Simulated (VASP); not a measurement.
# W16N (a cell with a defect) in VASP: single point with PBE+D3(BJ)

Aim: the single point of W16N (a cell with a defect) with PBE+D3(BJ).

Everything below comes from runs of VASP 6.6.1. Logs are shortened: lines on timing, memory, paths and dates and some standing lists are left out, and cuts for length are marked.

### 1 The cell of the first run

The cell holds a defect, 17 atoms: a = 6.320 Å, b = 6.320 Å, c = 6.320 Å, α = 90.00°, β = 90.00°, γ = 90.00°.

### 2 Single point, PBE+D3(BJ)

Contents of INCAR:

```
PREC = Accurate
ENCUT = 520
EDIFF = 1E-7
ISMEAR = -1
SIGMA = 0.1
LREAL = Auto
LASPH = T
NELM = 80
ALGO = Normal
ISIF = 2
LWAVE = F
LCHARG = F
GGA = PE
IVDW = 12
NBANDS = 128
```

Contents of KPOINTS:

```
regular mesh
0
Gamma
  3 3 3
```

Contents of POSCAR:

```
W16N
1.0
    6.3200000000      0.0000000000      0.0000000000
    0.0000000000      6.3200000000      0.0000000000
    0.0000000000      0.0000000000      6.3200000000
W N
16 1
Direct
    0.0047036392     -0.0040977848     -0.0008759494
    0.4943340190     -0.0057161392     -0.0008825949
    0.0047030063      0.5041333861     -0.0008759494
    0.0116805380     -0.0123852848      0.4991172468
    0.2578473101      0.2500180380      0.2478286392
    0.4943351266      0.5057511076     -0.0008825949
    0.4994523734     -0.0011856013      0.4991121835
    0.7444257911      0.2500148734      0.2175908228
    0.0116873418      0.5124294304      0.4991172468
    0.2590384494      0.7500189873      0.2483631329
    0.2578378165      0.2500180380      0.7504049051
    0.4994555380      0.5012183544      0.4991121835
    0.7535375000      0.7500189873      0.2481181962
    0.7444083861      0.2500148734      0.7806781646
    0.2590363924      0.7500189873      0.7498901899
    0.7535419304      0.7500189873      0.7501066456
   -0.1555792722      0.2500308544      0.4991450949
```

Potentials or basis: VASP PAW PBE potentials, release 64 (W_sv, N).

Started as:

```console
> cat potpaw_PBE.64/W_sv/POTCAR potpaw_PBE.64/N/POTCAR > POTCAR
> mpirun -np 1 vasp_std > vasp.out
```

OUTCAR:

```text
PREC = Accurate
   ENCUT = 520
   EDIFF = 1E-7
   ISMEAR = -1
   LREAL = Auto
   LASPH = T
   NELM = 80
   ISIF = 2
   GGA = PE
   IVDW = 12
 IVDW          = 12

 ion  position               nearest neighbor table
   1  0.005  0.996  0.999-  14 2.68   8 2.68  13 2.72  16 2.72  15 2.73  10 2.73   5 2.76  11 2.76
                             2 3.09   3 3.11   4 3.16   4 3.16   3 3.21   2 3.23
   2  0.494  0.994  0.999-  14 2.65   8 2.65  15 2.66  10 2.66   5 2.70  11 2.70  13 2.75  16 2.75
                             6 3.09   1 3.09   7 3.16   7 3.16   1 3.23   6 3.23
   3  0.005  0.504  0.999-  14 2.68   8 2.68  13 2.72  16 2.72  15 2.73  10 2.73   5 2.76  11 2.76
                             6 3.09   1 3.11   9 3.16   9 3.16   1 3.21   6 3.23
   4  0.012  0.988  0.499-  17 1.97  10 2.69  15 2.69  16 2.73  13 2.73  11 2.77   5 2.77   8 2.96
                            14 2.96   9 3.00   7 3.08   1 3.16   1 3.16   7 3.24   9 3.32
   5  0.258  0.250  0.248-   6 2.70   2 2.70  12 2.72   7 2.72   1 2.76   3 2.76   4 2.77   9 2.77
                             8 3.08  11 3.14  10 3.16  10 3.16  11 3.18   8 3.25
   6  0.494  0.506  0.999-  14 2.65   8 2.65  15 2.66  10 2.66   5 2.70  11 2.70  13 2.75  16 2.75
                             2 3.09   3 3.09  12 3.16  12 3.16   3 3.23   2 3.23
   7  0.499  0.999  0.499-  10 2.70  15 2.70   5 2.72  11 2.72  13 2.75  16 2.75   8 2.84  14 2.84
                             4 3.08  12 3.14   2 3.16   2 3.16  12 3.18   4 3.24
   8  0.744  0.250  0.218-  17 1.89   2 2.65   6 2.65   1 2.68   3 2.68  14 2.76  12 2.84   7 2.84
                             4 2.96   9 2.96   5 3.08  13 3.17  13 3.17   5 3.25
   9  0.012  0.512  0.499-  17 1.97  10 2.69  15 2.69  16 2.73  13 2.73  11 2.77   5 2.77   8 2.96
                            14 2.96   4 3.00  12 3.08   3 3.16   3 3.16  12 3.24   4 3.32
  10  0.259  0.750  0.248-   2 2.66   6 2.66   9 2.69   4 2.69   7 2.70  12 2.70   1 2.73   3 2.73
                            13 3.13  15 3.15   5 3.16   5 3.16  15 3.17  13 3.19
  11  0.258  0.250  0.750-   6 2.70   2 2.70  12 2.72   7 2.72   1 2.76   3 2.76   4 2.77   9 2.77
                            14 3.08   5 3.14  15 3.16  15 3.16   5 3.18  14 3.25
  12  0.499  0.501  0.499-  10 2.70  15 2.70   5 2.72  11 2.72  13 2.75  16 2.75   8 2.84  14 2.84
                             9 3.08   7 3.14   6 3.16   6 3.16   7 3.18   9 3.24
  13  0.754  0.750  0.248-   1 2.72   3 2.72   4 2.73   9 2.73   2 2.75   6 2.75   7 2.75  12 2.75
                            10 3.13  16 3.15   8 3.17   8 3.17  16 3.17  10 3.19
  14  0.744  0.250  0.781-  17 1.89   2 2.65   6 2.65   1 2.68   3 2.68   8 2.76  12 2.84   7 2.84
                             4 2.96   9 2.96  11 3.08  16 3.17  16 3.17  11 3.25
  15  0.259  0.750  0.750-   2 2.66   6 2.66   9 2.69   4 2.69   7 2.70  12 2.70   1 2.73   3 2.73
                            16 3.13  10 3.15  11 3.16  11 3.16  10 3.17  16 3.19
  16  0.754  0.750  0.750-   1 2.72   3 2.72   4 2.73   9 2.73   2 2.75   6 2.75   7 2.75  12 2.75
                            15 3.13  13 3.15  14 3.17  14 3.17  13 3.17  15 3.19
  17  0.844  0.250  0.499-  14 1.89   8 1.89   9 1.97   4 1.97

  LATTYP: Found a simple cubic cell.
 ALAT       =     6.3200000000

  Lattice vectors:

 A1 = (   6.3200000000,   0.0000000000,   0.0000000000)
 A2 = (   0.0000000000,   6.3200000000,   0.0000000000)
[... 165 lines left out ...]
   IMIX   =      4    mixing-type and parameters
     AMIX     =   0.40;   BMIX     =  1.00
     AMIX_MAG =   1.60;   BMIX_MAG =  1.00
  volume/ion in A,a.u.               =      14.85       100.21
  Fermi-wavevector in a.u.,A,eV,Ry     =   1.584782  2.994804 34.171502  2.511535
  Thomas-Fermi vector in A             =   2.684347
   LORBIT       =      0    0 simple, 1 ext, 2 COOP (PROOUT), +10 PAW based schemes
   GGA     = PE    functional components
   LHFCALC =     F    Hartree Fock is set to
   AEXX    =    0.0000 exact exchange contribution
   IVDW    =    12    specifies the selected vdW correction
   LEPSILON=     F    determine dielectric tensor
   LRPA    =     F    only Hartree local field effects (RPA)
 non-spin polarized calculation
  energy-cutoff  :      520.00
  volume of cell :      252.44
 maximum number of plane-waves:      6859
   NGX = 23   NGY = 23   NGZ = 23

 number of electron     228.9999997 magnetization

 Free energy of the ion-electron system (eV)
  ---------------------------------------------------
  ext. energy  EPLUGINS =         0.00000000
  ---------------------------------------------------
  free energy    TOTEN  =      -212.84811375 eV

  energy without entropy =     -212.54662701  energy(sigma->0) =     -212.69737038

 E-fermi :  11.8244     XC(G=0): -13.7760

 val. band max:       11.7892304713   @ k =   0.0000   0.3333   0.3333
 cond. band min:      11.8642741954   @ k =   0.0000   0.0000   0.3333
 fundamental gap:      0.0750437240
 Fermi energy:        11.8243712305

 k-point     1 :       0.0000    0.0000    0.0000
  band No.  band energies     occupation
      1     -62.3905      2.00000
      2     -62.3567      2.00000
      3     -62.2917      2.00000
      4     -62.2372      2.00000
      5     -62.2245      2.00000
      6     -62.2172      2.00000
[... 1795 lines left out ...]
    125      13.7194      0.00000
    126      13.8020      0.00000
 [bands above 126 left out]

------------------------ aborting loop because EDIFF is reached ----------------------------------------

 Edisp (eV)  -11.63202

 E8    (eV) :    -5.9076

  FORCE on cell =-STRESS in cart. coord.  units (eV):
  Direction    XX          YY          ZZ          XY          YZ          ZX
  --------------------------------------------------------------------------------------
  -------------------------------------------------------------------------------------
  Total      16.16887    15.78356    26.07481     0.00205     0.00017    -0.00242
  in kB     102.62168   100.17616   165.49332     0.01300     0.00110    -0.01536
  external pressure =      122.76 kB  Pullay stress =        0.00 kB

 VOLUME and BASIS-vectors are now :
 -----------------------------------------------------------------------------
  energy-cutoff  :      520.00
  volume of cell :      252.44
      direct lattice vectors                 reciprocal lattice vectors
     6.320000000  0.000000000  0.000000000     0.158227848  0.000000000  0.000000000
     0.000000000  6.320000000  0.000000000     0.000000000  0.158227848  0.000000000
     0.000000000  0.000000000  6.320000000     0.000000000  0.000000000  0.158227848

 POSITION                                       TOTAL-FORCE (eV/Angst)
 -----------------------------------------------------------------------------------
      0.02973      6.29410      6.31446         0.054717     -0.024419     -0.000641
      3.12419      6.28387      6.31442         0.011626     -0.040478      0.000633
      0.02972      3.18612      6.31446         0.054714      0.024486     -0.000649
      0.07382      6.24173      3.15442         0.071518      0.052210      0.000797
      1.62959      1.58011      1.56628         0.027847     -0.000080     -0.000044
      3.12420      3.19635      6.31442         0.011638      0.040564      0.000637
[... 9 lines left out ...]
      4.76239      4.74012      4.74067         0.043922     -0.000069     -0.019539
      5.33674      1.58019      3.15460        -0.512519      0.000003     -0.001245
 -----------------------------------------------------------------------------------
    total drift:                               -0.009860      0.000645     -0.004334

  FREE ENERGIE OF THE ION-ELECTRON SYSTEM (eV)
  ---------------------------------------------------
  free  energy   TOTEN  =      -224.4801328525 eV

  energy  without entropy=     -224.1786461098  energy(sigma->0) =     -224.32938948
```

Wall time 18 min (1 thread of Intel Xeon Platinum 8259CL at 2.50GHz (Skylake/Cascade Lake), shared host); peak memory 0.49 GiB.

What came out:

| Item | Value |
| --- | --- |
| Free energy | -224.4801 eV |
| Pressure | 12.3 GPa |
| Largest force | 0.513 eV/Å |
| Band gap on the k mesh | zero (an odd number of electrons rules out a gap without spin polarisation) |
| Dispersion energy per atom | -0.684 eV |

Forces in eV/Å, atoms in the order of the input:
```
W    0.055 -0.024 -0.001
W    0.012 -0.040  0.001
W    0.055  0.024 -0.001
W    0.072  0.052  0.001
W    0.028  0.000  0.000
W    0.012  0.041  0.001
W    0.043  0.004  0.001
W    0.001  0.000 -0.240
W    0.072 -0.052  0.001
W    0.003  0.000  0.041
W    0.028  0.000 -0.001
W    0.043 -0.004  0.001
W    0.043  0.000  0.021
W    0.002  0.000  0.241
W    0.003  0.000 -0.045
W    0.044  0.000 -0.020
N   -0.513  0.000 -0.001
```

Levels at points of the mesh, in eV from the Fermi level:
| k point | band 112 | band 113 | band 114 | band 115 | band 116 | band 117 |
| --- | --- | --- | --- | --- | --- | --- |
| (0.00, 0.00, 0.00) | -0.51 | -0.48 | 0.19 | 0.24 | 0.45 | 0.60 |

Caveat: spin-orbit coupling is left out, which moves the levels of the heavy elements.

The gap in the log of VASP goes by the Fermi energy; the results here count the filled bands.